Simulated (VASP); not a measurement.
Na2Al2O, 5 atoms in the cell. It takes space group Cmmm (No. 65, orthorhombic). Conventional cell: a = 6.041 Å, b = 6.098 Å, c = 7.971 Å, α = 90.00°, β = 90.00°, γ = 90.00°. Na (site symmetry 2/m) has 2 O at 2.15 Å within 2.8 Å. Within 3.5 Å of Al (site symmetry mm2) lie 1 Al at 2.67 Å and 4 Na at 3.41 Å. Within 2.8 Å of O (site symmetry mmm) lie 4 Na at 2.15 Å. 

```yaml
Program: VASP 6.6.1
Task: single point
Functional: PBE
Potentials_or_basis: VASP PAW PBE potentials, release 64 (Na_pv, Al, O)
Cutoff: 520 eV
k_mesh: 4 × 4 × 4
Occupations: gaussian, width 0.1 eV
Spin: no spin polarisation
Dipole_correction: no
Further_INCAR_settings: ALGO = Normal; EDIFF = 1e-06; NBANDS = 21
```

Potentials or basis: VASP PAW PBE potentials, release 64 (Na_pv, Al, O).

Launch:

```console
$ cat potpaw_PBE.64/Na_pv/POTCAR potpaw_PBE.64/Al/POTCAR potpaw_PBE.64/O/POTCAR > POTCAR
$ mpirun -np 1 vasp_std > vasp.out
```

Hardware: 1 thread of AMD EPYC 7R43 64-Core Processor (Zen 3), on a shared host.

Q: How long does it take, and how much memory?

A: Wall time 2.4 min on 1 thread of AMD EPYC 7R43 64-Core Processor (Zen 3), with other jobs on the host, peak memory 0.22 GiB. Counts: scf iterations 23, k points 21.
